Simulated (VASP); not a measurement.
A run of VASP 6.6.1 is set up as follows.

The input INCAR:

```
PREC = Accurate
ENCUT = 520
EDIFF = 1E-7
ISMEAR = 0
SIGMA = 0.1
LREAL = False
LASPH = True
NELM = 80
ALGO = Normal
ISIF = 2
LWAVE = False
LCHARG = False
GGA = PE
NBANDS = 14
```

The input KPOINTS:

```
Automatic mesh
0
Gamma
  6 6 6
```

Contents of POSCAR:

```
TeOs
1.0
    3.5955571700      0.0000000000      0.0000000000
    0.0000000000      3.5955571700      0.0000000000
    0.0000000000      0.0000000000      3.5955571700
Te Os
1 1
Direct
    0.0000000000      0.0000000000      0.0000000000
    0.5000000000      0.5000000000      0.5000000000
```

Potentials or basis: VASP PAW PBE potentials, release 64 (Te, Os).

Run with:

```console
$ cat potpaw_PBE.64/Te/POTCAR potpaw_PBE.64/Os/POTCAR > POTCAR
$ mpirun -np 1 vasp_std > vasp.out
```

Task: Predict the pressure.

Result: -21.7 GPa.

Task: What does it give for the band gap on the k mesh?

Result: Zero (band 7 reaches 8.99 eV, above the bottom of band 8 at 6.71 eV).

Caveat: spin-orbit coupling is left out, which moves the levels of the heavy elements.
